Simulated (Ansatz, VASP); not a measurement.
InSe in VASP and in Ansatz

```xyz
4
Lattice="1.9730 1.1391 8.3259 -1.9730 1.1391 8.3259 0.0000 -2.2782 8.3259" Properties=species:S:1:pos:R:3 pbc="T T T"
In    0.0000    0.0000   22.1953
In    0.0000    0.0000    0.0000
Se    0.0000    0.0000    4.2937
Se    0.0000    0.0000    9.5790
```

Alike in both runs: task single point; functional BLYP; dispersion D4; k mesh 8 × 8 × 8; occupations fermi-dirac, width 0.05 eV; no spin polarisation.

|  | VASP | Ansatz |
| --- | --- | --- |
| version | VASP 6.6.1 | Ansatz 0.2.0 |
| potentials or method | VASP PAW PBE potentials, release 64 (In_d, Se) | Ansatz PAW |
| plane-wave cutoff (eV) | 520 | 420 |
| valence electrons in the cell | 38 | 58 |

```tsv
	VASP	Ansatz	Ansatz less VASP
gap on the k mesh at the Fermi level (eV)	0.50	0.49	-0.013
least direct gap on the mesh (eV)	0.50	0.49	-0.013
pressure (GPa)	4.6	4.5	-0.18
traceless stress, the component that is largest in VASP (GPa)	-1.96	-1.95	+0.008
rms of the force components (eV/Å)	0.433	0.416	-0.0167
```

VASP's potentials were made for PBE, not for BLYP. Atom by atom the forces differ by 0.017 eV/Å (rms over components). VASP's potentials hold 38 valence electrons a cell and Ansatz's 58, so a difference there can come from the potentials and not from the codes.
